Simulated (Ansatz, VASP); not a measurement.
Sn4Ge3: VASP beside Ansatz

The input INCAR:

```
ALGO     = Normal         # electronic algorithm
EDIFF    = 1E-6           # SCF threshold, eV
ENCUT    = 520            # plane-wave cutoff, eV
GGA      = CA             # functional
ISIF     = 2              # what is computed and relaxed
ISMEAR   = -1             # smearing method
LASPH    = T              # aspherical terms in the spheres
LCHARG   = F              # write CHGCAR
LREAL    = F              # projectors in reciprocal space
LWAVE    = F              # write WAVECAR
NBANDS   = 58             # bands
NELM     = 60             # most SCF steps
PREC     = Accurate       # precision mode
SIGMA    = 0.0189         # smearing width, eV
```

The input KPOINTS:

```
k-points
0
Gamma
  5 5 5
```

File POSCAR:

```
Sn4Ge3
1.0
    0.6728290000     -3.9737950000      0.0000000000
    0.0000000000      2.0438530000     -3.4736740000
   12.0712060000      0.0000000000      0.0000000000
Ge Sn
3 4
Direct
    0.0000000000      0.0000000000      0.0000000000
    0.1428000000      0.5714000000      0.2858000000
    0.8572000000      0.4286000000      0.7142000000
    0.7142000000      0.8571000000      0.4287000000
    0.2858000000      0.1429000000      0.5713000000
    0.4286000000      0.7143000000      0.8571000000
    0.5714000000      0.2857000000      0.1429000000
```

Input for Ansatz:

```yaml
crystal:
  lattice:
    - [0.672829, -3.973795, 0.0]
    - [0.0, 2.043853, -3.473674]
    - [12.071206, 0.0, 0.0]
  atoms:
    - { symbol: Ge, position: [0.0, 0.0, 0.0] }
    - { symbol: Sn, position: [0.7142, 0.8571, 0.4287] }
    - { symbol: Sn, position: [0.2858, 0.1429, 0.5713] }
    - { symbol: Sn, position: [0.4286, 0.7143, 0.8571] }
    - { symbol: Sn, position: [0.5714, 0.2857, 0.1429] }
    - { symbol: Ge, position: [0.1428, 0.5714, 0.2858] }
    - { symbol: Ge, position: [0.8572, 0.4286, 0.7142] }
  symmetry: { tolerance: 0.0003 }
kpoints:
  mp_grid: { grid: [5, 5, 5], shift: [0, 0, 0] }
magnetization:
  spin_polarized: false
scf:
  occupations: { method: fermi_dirac, width: 0.0189 }
  convergence: { dr2_threshold: 1.0e-11 }
hamiltonian:
  pseudopotentials: { kind: paw }
  xc: lda
basis:
  ecutwfc: 420
  ecutrho_ratio: 12
output:
  forces: true
  stress: true
  eigenvalues: true
  write_density: true
  write_potential: true
  elf: true
  volumetric_format: npy
```

Alike in both runs: task single point; functional LDA; k mesh 5 × 5 × 5; occupations fermi-dirac, width 0.0189 eV; no spin polarisation.

|  | VASP | Ansatz |
| --- | --- | --- |
| version | VASP 6.6.1 | Ansatz 0.2.0 |
| potentials or method | VASP PAW LDA potentials, release 64 (Ge_d, Sn_d), cutoff 520 eV | PAW plane waves |
| valence electrons in the cell | 98 | 98 |

Ansatz gave:

```
gap on the k mesh at the Fermi level (eV) : none
pressure (GPa)                            : -1.2
rms of the force components (eV/Å)        : 0.307
```

Problem. What did VASP give for the same quantities?

Solution. gap on the k mesh at the Fermi level (eV): none; pressure (GPa): -1.2; rms of the force components (eV/Å): 0.308.

LDA's correlation is that of Perdew and Zunger in VASP and of Perdew and Wang (1992) in Ansatz. A gap of «none» marks a metal or a gap that the smearing closes. Ansatz's warnings: structure snapped to symmetry.

The k mesh is coarse, so the values compare programs but aren't converged.
